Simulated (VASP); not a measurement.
Set up this calculation in VASP 6.6.1, as the native input.

| Quantity | Value |
| --- | --- |
| Task | single point |
| Functional | PBEsol |
| Potentials or basis | VASP PAW PBE potentials, release 64 (Ag) |
| Cutoff | 500 eV |
| k mesh | 9 × 9 × 9 |
| Occupations | gaussian, width 0.1 eV |
| Spin | no spin polarisation |
| Dipole correction | no |
| Further INCAR settings | ALGO = Normal; EDIFF = 1e-06; NBANDS = 12 |

The structure of Ag lies in POSCAR:

```
Ag
1.0
    0.0000000000      2.0260761806      2.0260761806
    2.0260761806      0.0000000000      2.0260761806
    2.0260761806      2.0260761806      0.0000000000
Ag
1
Direct
    0.0000000000      0.0000000000      0.0000000000
```

These files were run (other wordings do the same):

INCAR

```
SYSTEM = Ag
PREC     = Accurate       ! precision mode
ENCUT    = 500            ! plane-wave cutoff, eV
EDIFF    = 1E-6           ! SCF threshold, eV
ISMEAR   = 0              ! smearing method
SIGMA    = 0.1            ! smearing width, eV
LREAL    = .FALSE.        ! projectors in reciprocal space
LASPH    = .TRUE.         ! aspherical terms in the spheres
NELM     = 120            ! most SCF steps
ALGO     = Normal         ! electronic algorithm
ISIF     = 2              ! what is computed and relaxed
LWAVE    = .FALSE.        ! write WAVECAR
LCHARG   = .FALSE.        ! write CHGCAR
GGA      = PS             ! functional
NBANDS   = 12             ! bands
GGA_COMPAT= .FALSE.
```

KPOINTS

```
regular mesh
0
G
  9 9 9
  0 0 0
```

Potentials or basis: VASP PAW PBE potentials, release 64 (Ag).

Run with:

```bash
$ cat potpaw_PBE.64/Ag/POTCAR > POTCAR
$ mpirun -np 1 vasp_std > vasp.out
```

It gave:

The pressure is -0.2 GPa and the band gap on the k mesh is zero (an odd number of electrons rules out a gap without spin polarisation).

Caveat: the PAW data sets were made with another functional, which shifts forces and pressure a little.

Run time: 4.6 s on 1 thread of Intel(R) Xeon(R) Platinum 8488C (Sapphire Rapids), on a shared host, peak memory 0.14 GiB.
